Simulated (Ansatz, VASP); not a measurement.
**CaO: VASP beside Ansatz**

File POSCAR:

```
CaO
1.0
    0.0000000000      2.3974236343      2.3974236343
    2.3974236343      0.0000000000      2.3974236343
    2.3974236343      2.3974236343      0.0000000000
Ca O
1 1
Direct
    0.5000000000      0.5000000000      0.5000000000
    0.0000000000      0.0000000000      0.0000000000
```

INCAR.step1

```
SYSTEM = CaO
PREC = Accurate
ENCUT = 520
ISMEAR = -4
SIGMA = 0.1
LREAL = .False.
LASPH = .True.
NELM = 60
NBANDS = 15
GGA = PE
ALGO = Normal
EDIFF = 1E-4
LWAVE = .True.
LCHARG = .False.
```

The input INCAR.step2:

```
SYSTEM = CaO
PREC = Accurate
ENCUT = 520
EDIFF = 1E-7
ISMEAR = -4
SIGMA = 0.1
LREAL = .False.
LASPH = .True.
NELM = 60
ALGO = Normal
ISIF = 2
LWAVE = .False.
LCHARG = .False.
METAGGA = R2SCAN
LMIXTAU = .True.
NBANDS = 15
ISTART = 1
```

The input KPOINTS:

```
regular mesh
0
Gamma
  8 8 8
  0 0 0
```

Input for Ansatz:

```yaml
crystal:
  lattice:
    - [0.0, 2.3974236343, 2.3974236343]
    - [2.3974236343, 0.0, 2.3974236343]
    - [2.3974236343, 2.3974236343, 0.0]
  atoms:
    - { symbol: Ca, position: [0.5, 0.5, 0.5] }
    - { symbol: O, position: [0.0, 0.0, 0.0] }
basis:
  ecutwfc: 500
  ecutrho_ratio: 4
kpoints:
  mp_grid: { grid: [8, 8, 8] }
hamiltonian:
  xc: r2scan
scf:
  occupations: { method: tetrahedron_uncorrected }
  lower_state_search: full
output:
  forces: true
  stress: true
```

Alike in both runs: task single point; functional r2SCAN; k mesh 8 × 8 × 8; no spin polarisation.

```csv
,VASP,Ansatz
version,VASP 6.6.1,Ansatz 0.2.0
potentials or method,"VASP PAW PBE potentials, release 64 (Ca_sv, O), cutoff 520 eV","scalar-relativistic, plane waves, PAW"
occupations,tetrahedron,tetrahedron-uncorrected
valence electrons in the cell,16,16
```

Ansatz gave:

```
gap on the k mesh at the Fermi level (eV) : 4.20
pressure (GPa)                            : 0.0
```

Question: Which values does VASP return?

Answer: gap on the k mesh at the Fermi level (eV): 4.19; pressure (GPa): 1.1.

VASP's potentials were made for PBE, not for r2SCAN. Ansatz's warnings: band table not solved further.
